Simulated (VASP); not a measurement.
# CaO (F-43m) in VASP: notebook

The runs below take CaO through single point, with PBE, LDA, PBEsol, r2SCAN.

All numbers are computed with VASP 6.6.1; they aren't measurements. Logs are shortened: lines on timing, memory, paths and dates and some standing lists are left out, and cuts for length are marked.

### 1 The cell of the first run

It takes space group F-43m (No. 216, cubic). The conventional cell has a = 5.213 Å, b = 5.213 Å, c = 5.213 Å, α = 90.00°, β = 90.00°, γ = 90.00°. Within 3.0 Å of Ca (site symmetry -43m) lie 4 O at 2.26 Å. O (site symmetry -43m) has 4 Ca at 2.26 Å within 3.0 Å.

### 2 Single point, PBE

Input file INCAR:

```
SYSTEM = CaO
PREC = Accurate
ENCUT = 520
EDIFF = 1E-6
ISMEAR = -1
SIGMA = 0.02
LREAL = .False.
LASPH = .True.
NELM = 80
ALGO = Normal
ISIF = 2
LWAVE = .False.
LCHARG = .False.
GGA = PE
NBANDS = 15
```

Input file KPOINTS:

```
Automatic mesh
0
Gamma
  8 8 8
  0 0 0
```

Input file POSCAR:

```
CaO
1.0
    0.0000000000      2.6067317390      2.6067317390
    2.6067317390      0.0000000000      2.6067317390
    2.6067317390      2.6067317390      0.0000000000
Ca O
1 1
Direct
    0.0000000000      0.0000000000      0.0000000000
    0.2500000000      0.2500000000      0.2500000000
```

Potentials or basis: VASP PAW PBE potentials, release 64 (Ca_sv, O).

On the command line:

```bash
$ cat potpaw_PBE.64/Ca_sv/POTCAR potpaw_PBE.64/O/POTCAR > POTCAR
$ mpirun -np 1 vasp_std > vasp.out
```

OUTCAR:

```text
SYSTEM = CaO
   PREC = Accurate
   ENCUT = 520
   EDIFF = 1E-6
   ISMEAR = -1
   LREAL = .False.
   LASPH = .True.
   NELM = 80
   ISIF = 2
   GGA = PE

 ion  position               nearest neighbor table
   1  0.000  0.000  0.000-   2 2.26   2 2.26   2 2.26   2 2.26
   2  0.250  0.250  0.250-   1 2.26   1 2.26   1 2.26   1 2.26

  LATTYP: Found a face centered cubic cell.
 ALAT       =     5.2134634780

  Lattice vectors:

 A1 = (   0.0000000000,   2.6067317390,   2.6067317390)
 A2 = (   2.6067317390,   0.0000000000,   2.6067317390)
 A3 = (   2.6067317390,   2.6067317390,   0.0000000000)

Analysis of symmetry for initial positions (statically):
=====================================================================
 Subroutine PRICEL returns:
 Original cell was already a primitive cell.

 Routine SETGRP: Setting up the symmetry group for a
 face centered cubic supercell.

 Subroutine GETGRP returns: Found 24 space group operations
 (whereof 24 operations were pure point group operations)
 out of a pool of 48 trial point group operations.

The static configuration has the point symmetry T_d .

Analysis of symmetry for dynamics (positions and initial velocities):
=====================================================================
 Subroutine PRICEL returns:
 Original cell was already a primitive cell.

 Routine SETGRP: Setting up the symmetry group for a
 face centered cubic supercell.

 Subroutine GETGRP returns: Found 24 space group operations
 (whereof 24 operations were pure point group operations)
 out of a pool of 48 trial point group operations.

The dynamic configuration has the point symmetry T_d .

 Subroutine INISYM returns: Found 24 space group operations
 (whereof 24 operations are pure point group operations),
 and found     1 'primitive' translations

----------------------------------------------------------------------------------------

                                     Primitive cell

  volume of cell :      35.4257

  direct lattice vectors                    reciprocal lattice vectors
     0.000000000  2.606731739  2.606731739    -0.191811068  0.191811068  0.191811068
     2.606731739  0.000000000  2.606731739     0.191811068 -0.191811068  0.191811068
     2.606731739  2.606731739  0.000000000     0.191811068  0.191811068 -0.191811068

  length of vectors
     3.686475379  3.686475379  3.686475379     0.332226516  0.332226516  0.332226516

  position of ions in fractional coordinates (direct lattice)
     0.000000000  0.000000000  0.000000000
     0.250000000  0.250000000  0.250000000

  ion indices of the primitive-cell ions
   primitive index   ion index
                 1           1
                 2           2

----------------------------------------------------------------------------------------

 KPOINTS: Automatic mesh

Automatic generation of k-mesh.
 Grid dimensions read from file:
 generate k-points for:    8    8    8

 Generating k-lattice:

  Cartesian coordinates                     Fractional coordinates (reciprocal lattice)
    -0.023976384  0.023976384  0.023976384     0.125000000  0.000000000  0.000000000
     0.023976384 -0.023976384  0.023976384     0.000000000  0.125000000  0.000000000
     0.023976384  0.023976384 -0.023976384     0.000000000  0.000000000  0.125000000

  Length of vectors
     0.041528314  0.041528314  0.041528314

  Shift w.r.t. Gamma in fractional coordinates (k-lattice)
     0.000000000  0.000000000  0.000000000

 Subroutine IBZKPT returns following result:
 ===========================================

 Found     29 irreducible k-points:

 Following reciprocal coordinates:
            Coordinates               Weight
  0.000000  0.000000  0.000000      1.000000
  0.125000  0.000000  0.000000      8.000000
  0.250000  0.000000  0.000000      8.000000
  0.375000  0.000000  0.000000      8.000000
  0.500000  0.000000  0.000000      4.000000
  0.125000  0.125000  0.000000      6.000000
[... 16 lines left out ...]
  0.500000  0.250000  0.125000     48.000000
 -0.375000  0.250000  0.125000     24.000000
 [... further k-points ...]
   k-points           NKPTS =     29   k-points in BZ     NKDIM =     29   number of bands    NBANDS=     15
   number of dos      NEDOS =    301   number of ions     NIONS =      2
   total plane-waves  NPLWV =  21952
   dimension x,y,z NGX =    28 NGY =   28 NGZ =   28
   dimension x,y,z NGXF=    56 NGYF=   56 NGZF=   56
   ions per type =               1   1
   NGX,Y,Z   is equivalent  to a cutoff of  12.63, 12.63, 12.63 a.u.
   NGXF,Y,Z  is equivalent  to a cutoff of  25.25, 25.25, 25.25 a.u.
 SYSTEM =  CaO
   PREC   = accura    normal or accurate (medium, high low for compatibility)
   ISTART =      0    job   : 0-new  1-cont  2-samecut
   ICHARG =      2    charge: 1-file 2-atom 10-const
   ISPIN  =      1    spin polarized calculation?
   LNONCOLLINEAR =      F non collinear calculations
   LSORBIT =      F    spin-orbit coupling
   LASPH  =      T    aspherical Exc in radial PAW
   ENCUT  =  520.0 eV  38.22 Ry    6.18 a.u.   6.85  6.85  6.85*2*pi/ulx,y,z
   NELM   =     80;   NELMIN=  2; NELMDL= -5     # of ELM steps
   EDIFF  = 0.1E-05   stopping-criterion for ELM
   LREAL  =      F    real-space projection
[... 7 lines left out ...]
   TEBEG  =    0.0;   TEEND  =   0.0 temperature during run
   PSTRESS=    0.0 pullay stress
   NELECT =      16.0000    total number of electrons
   NUPDOWN=      -1.0000    fix difference up-down
   EMIN   =  10.00;   EMAX   =-10.00  energy-range for DOS
   EFERMI =   0.00;   METHOD = LEGACY
   ISMEAR =    -1;   SIGMA  =   0.02  broadening in eV -4-tet -1-fermi 0-gaus
   EFERMI_NEDOS =   21; number of points for ismear=-14 and -15
   IALGO  =     38    algorithm
   IMIX   =      4    mixing-type and parameters
     AMIX     =   0.40;   BMIX     =  1.00
     AMIX_MAG =   1.60;   BMIX_MAG =  1.00
  volume/ion in A,a.u.               =      17.71       119.53
  Fermi-wavevector in a.u.,A,eV,Ry     =   1.256055  2.373599 21.465543  1.577673
  Thomas-Fermi vector in A             =   2.389781
   LORBIT       =      0    0 simple, 1 ext, 2 COOP (PROOUT), +10 PAW based schemes
   GGA     = PE    functional components
   LHFCALC =     F    Hartree Fock is set to
   AEXX    =    0.0000 exact exchange contribution
   IVDW    =     0    specifies the selected vdW correction
   LEPSILON=     F    determine dielectric tensor
   LRPA    =     F    only Hartree local field effects (RPA)
 non-spin polarized calculation
  energy-cutoff  :      520.00
  volume of cell :       35.43
 maximum number of plane-waves:       961
   NGX = 13   NGY = 13   NGZ = 13

 number of electron      15.9999998 magnetization

 Free energy of the ion-electron system (eV)
  ---------------------------------------------------
  ext. energy  EPLUGINS =         0.00000000
  ---------------------------------------------------
  free energy    TOTEN  =       -12.43867020 eV

  energy without entropy =      -12.43867020  energy(sigma->0) =      -12.43867020

 E-fermi :   1.0276     XC(G=0):  -9.0422

 val. band max:        0.4813284465   @ k =  -0.2500   0.5000   0.2500
 cond. band min:       3.8064794098   @ k =   0.0000   0.0000   0.0000
 fundamental gap:      3.3251509634
 Fermi energy:         1.0275673072

 k-point     1 :       0.0000    0.0000    0.0000
  band No.  band energies     occupation
      1     -36.6687      2.00000
      2     -17.6086      2.00000
      3     -17.6086      2.00000
      4     -17.6086      2.00000
      5     -14.3121      2.00000
      6      -0.1443      2.00000
      7      -0.1443      2.00000
      8      -0.1443      2.00000
      9       3.8065      0.00000
     10       8.4529      0.00000
     11       8.4529      0.00000
     12      10.0844      0.00000
     13      10.0844      0.00000
     14      10.0844      0.00000
     15      17.0377      0.00000

 k-point     2 :       0.1250    0.0000    0.0000
  band No.  band energies     occupation
      1     -36.6621      2.00000
      2     -17.7295      2.00000
      3     -17.6165      2.00000
      4     -17.6165      2.00000
      5     -14.1932      2.00000
      6      -0.3160      2.00000
      7      -0.1008      2.00000
      8      -0.1008      2.00000
      9       4.3516      0.00000
     10       8.2820      0.00000
     11       8.2820      0.00000
     12       9.8563      0.00000
     13      10.2338      0.00000
     14      10.2338      0.00000
     15      15.3748      0.00000

 k-point     3 :       0.2500    0.0000    0.0000
  band No.  band energies     occupation
      1     -36.6461      2.00000
      2     -17.9895      2.00000
      3     -17.6355      2.00000
      4     -17.6355      2.00000
      5     -13.9444      2.00000
      6      -0.5272      2.00000
      7      -0.0030      2.00000
      8      -0.0030      2.00000
      9       5.4753      0.00000
     10       8.1111      0.00000
     11       8.1111      0.00000
     12       9.4020      0.00000
     13      10.3144      0.00000
     14      10.3144      0.00000
     15      13.3921      0.00000

 k-point     4 :       0.3750    0.0000    0.0000
  band No.  band energies     occupation
      1     -36.6301      2.00000
      2     -18.2169      2.00000
      3     -17.6543      2.00000
      4     -17.6543      2.00000
      5     -13.7367      2.00000
      6      -0.5498      2.00000
      7       0.0835      2.00000
      8       0.0835      2.00000
      9       6.3488      0.00000
     10       8.2080      0.00000
     11       8.2080      0.00000
     12       8.9662      0.00000
     13      10.0802      0.00000
     14      10.0802      0.00000
     15      12.4122      0.00000
[... 307 lines left out ...]
 k-point    22 :       0.3750    0.2500    0.1250
  band No.  band energies     occupation
      1     -36.6342      2.00000
      2     -18.0984      2.00000
      3     -17.7111      2.00000
      4     -17.6609      2.00000
      5     -13.7715      2.00000
      6      -0.6424      2.00000
      7       0.0718      2.00000
      8       0.1292      2.00000
      9       6.0692      0.00000
     10       7.1161      0.00000
     11       8.6629      0.00000
     12       9.5520      0.00000
     13      10.2281      0.00000
     14      10.4164      0.00000
     15      14.0147      0.00000

 k-point    23 :       0.5000    0.2500    0.1250
  band No.  band energies     occupation
      1     -36.6213      2.00000
      2     -18.2350      2.00000
      3     -17.7626      2.00000
      4     -17.6827      2.00000
      5     -13.6088      2.00000
      6      -0.5043      2.00000
      7       0.0168      2.00000
      8       0.2309      2.00000
      9       6.1243      0.00000
     10       7.2557      0.00000
     11       8.5971      0.00000
     12       9.6803      0.00000
     13      10.1859      0.00000
     14      10.6545      0.00000
     15      13.1756      0.00000

 k-point    24 :      -0.3750    0.2500    0.1250
  band No.  band energies     occupation
      1     -36.6160      2.00000
      2     -18.2883      2.00000
      3     -17.7819      2.00000
      4     -17.6938      2.00000
      5     -13.5464      2.00000
      6      -0.3561      2.00000
      7      -0.0682      2.00000
      8       0.2722      2.00000
      9       5.9916      0.00000
     10       7.3851      0.00000
     11       8.5018      0.00000
     12       9.8585      0.00000
     13      10.0556      0.00000
     14      11.0348      0.00000
     15      12.7125      0.00000

 [... further k-points ...]
[... 5 lines left out ...]
  --------------------------------------------------------------------------------------
  -------------------------------------------------------------------------------------
  Total        0.4091451      0.4091451      0.4091451     -0.0000000      0.0000000     -0.0000000
  in kB       18.5041427     18.5041427     18.5041427     -0.0000000      0.0000000     -0.0000000
  external PRESSURE =      18.5041427 kB  Pullay stress =       0.0000000 kB

 VOLUME and BASIS-vectors are now :
 -----------------------------------------------------------------------------
  energy-cutoff  :      520.00
  volume of cell :       35.43
      direct lattice vectors                 reciprocal lattice vectors
     0.000000000  2.606731739  2.606731739    -0.191811068  0.191811068  0.191811068
     2.606731739  0.000000000  2.606731739     0.191811068 -0.191811068  0.191811068
     2.606731739  2.606731739  0.000000000     0.191811068  0.191811068 -0.191811068

 POSITION                                       TOTAL-FORCE (eV/Angst)
 -----------------------------------------------------------------------------------
      0.00000      0.00000      0.00000        -0.000000     -0.000000     -0.000000
      1.30337      1.30337      1.30337         0.000000      0.000000      0.000000
 -----------------------------------------------------------------------------------
    total drift:                               -0.000000     -0.000000     -0.000000

  FREE ENERGIE OF THE ION-ELECTRON SYSTEM (eV)
  ---------------------------------------------------
  free  energy   TOTEN  =       -12.4386702015 eV

  energy  without entropy=      -12.4386702015  energy(sigma->0) =      -12.43867020
```

Run time: 7.2 s. Hardware: 1 thread of AMD EPYC 9R45 (Zen 5), shared host; peak memory 0.13 GiB.

What came out:

| Property | Result |
| --- | --- |
| Free energy | -12.4387 eV |
| Pressure | 1.9 GPa |
| Band gap on the k mesh | 3.33 eV, indirect (least direct gap 3.95 eV) |

A k mesh can miss the band edges.

### 3 Single point, LDA

Input file INCAR:

```
PREC = Accurate ; ENCUT = 520
EDIFF = 1E-6 ; ISMEAR = 0
SIGMA = 0.01 ; LREAL = F
LASPH = T ; NELM = 60
ALGO = Normal ; ISIF = 2
LWAVE = F ; LCHARG = T
GGA = CA ; LELF = T
LVHAR = T ; NBANDS = 15
```

Input file KPOINTS:

```
Automatic mesh
0
Gamma
  8 8 8
```

POSCAR is that of step 2.

Potentials or basis: VASP PAW LDA potentials, release 64 (Ca_sv, O).

On the command line:

```bash
$ cat potpaw_LDA.64/Ca_sv/POTCAR potpaw_LDA.64/O/POTCAR > POTCAR
$ mpirun -np 1 vasp_std > vasp.out
```

Run time: 7 s. Hardware: 1 thread of AMD EPYC 9R45 (Zen 5), shared host; peak memory 0.12 GiB.

It converged, with:

```yaml
Free_energy: -13.6708 eV
Pressure: -3.9 GPa
Band_gap_on_the_k_mesh: 3.14 eV, indirect (least direct gap 3.78 eV)
```

Levels at points of the mesh, in eV from the valence-band top:
```tsv
k point	band 4	band 5	band 6	band 7	band 8	band 9	band 10	band 11	band 12	band 13
(0.00, 0.00, 0.00)	-17.81	-14.46	-0.65	-0.65	-0.65	3.14	7.90	7.90	9.55	9.55
(0.50, 0.00, 0.00)	-17.87	-13.78	-1.03	-0.38	-0.38	5.98	7.78	7.78	8.06	9.35
(0.50, 0.50, 0.00)	-17.96	-13.57	-1.48	0.00	0.00	4.73	6.51	8.98	9.30	9.30
```

### 4 Single point, PBEsol

This run uses another cell than the first one, of 17.37 Å³/atom, 0.981 times its volume.

Input file INCAR:

```
SYSTEM = CaO
  PREC = Accurate
  ENCUT = 520
  EDIFF = 1E-7
  ISMEAR = -1
  SIGMA = 0.02
  LREAL = .FALSE.
  LASPH = .TRUE.
  NELM = 100
  ALGO = Normal
  ISIF = 2
  LWAVE = .FALSE.
  LCHARG = .FALSE.
  GGA = PS
  NBANDS = 15
```

Input file KPOINTS:

```
regular mesh
0
G
  8 8 8
  0 0 0
```

Input file POSCAR:

```
CaO
1.0
    0.0000000000      2.5898425003      2.5898425003
    2.5898425003      0.0000000000      2.5898425003
    2.5898425003      2.5898425003      0.0000000000
Ca O
1 1
Direct
    0.0000000000      0.0000000000      0.0000000000
    0.2500000000      0.2500000000      0.2500000000
```

Potentials or basis: VASP PAW PBE potentials, release 64 (Ca_sv, O).

On the command line:

```bash
$ cat potpaw_PBE.64/Ca_sv/POTCAR potpaw_PBE.64/O/POTCAR > POTCAR
$ mpirun -np 1 vasp_std > vasp.out
```

It took 7.8 s on 1 thread of AMD EPYC 9R45 (Zen 5), shared host; peak memory 0.13 GiB.

It converged, with:

| Property | Result |
| --- | --- |
| Free energy | -12.9612 eV |
| Pressure | 0.5 GPa |
| Band gap on the k mesh | 3.26 eV, indirect (least direct gap 3.93 eV) |

Levels at points of the mesh, in eV from the valence-band top:
```csv
k point,band 6,band 7,band 8,band 9,band 10,band 11
"(0.00, 0.00, 0.00)",-0.67,-0.67,-0.67,3.26,8.06,8.06
"(0.50, 0.00, 0.00)",-1.03,-0.40,-0.40,6.13,7.94,7.94
"(0.50, 0.50, 0.00)",-1.51,0.00,0.00,4.87,6.63,9.15
```

Caveat: the PAW data sets were made with another functional, which shifts forces and pressure a little.

[end of part 1 of 2]
